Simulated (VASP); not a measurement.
Runs of VASP 6.6.1 on ZnS. The structure is that of space group P6_3mc (No. 186), or close to it. The cells are those of the table. 

```csv
cell,smearing,gap on the mesh (eV),pressure (GPa),largest force (eV/Å)
"a = 3.820, b = 3.820, c = 6.262 Å, angles 90.0, 90.0, 120.0°, 4 atoms",gaussian 0.05 eV,2.17,1.6,0.01
"a = 3.871, b = 3.871, c = 6.346 Å, angles 90.0, 90.0, 120.0°, 4 atoms",gaussian 0.05 eV,1.99,(b),-
"a = 3.846, b = 3.846, c = 6.304 Å, angles 90.0, 90.0, 120.0°, 4 atoms",tetrahedron,2.08,0.1,-
"a = 3.794, b = 3.794, c = 6.219 Å, angles 90.0, 90.0, 120.0°, 4 atoms",gaussian 0.05 eV,(a),3.2,0.01
"a = 3.896, b = 3.896, c = 6.387 Å, angles 90.0, 90.0, 120.0°, 4 atoms",gaussian 0.05 eV,1.91,-2.4,0.01
"a = 3.846, b = 3.846, c = 6.304 Å, angles 90.0, 90.0, 120.0°, 4 atoms",gaussian 0.05 eV,2.08,0.1,-
```

Alike in all rows: task single point; level PBE; potentials or basis VASP PAW PBE potentials, release 64 (Zn, S); no spin polarisation; k mesh 10 × 10 × 6; cutoff (eV) 520.

Problem. Fill in the values left out.

Solution. (a) 2.27; (b) -1.2.

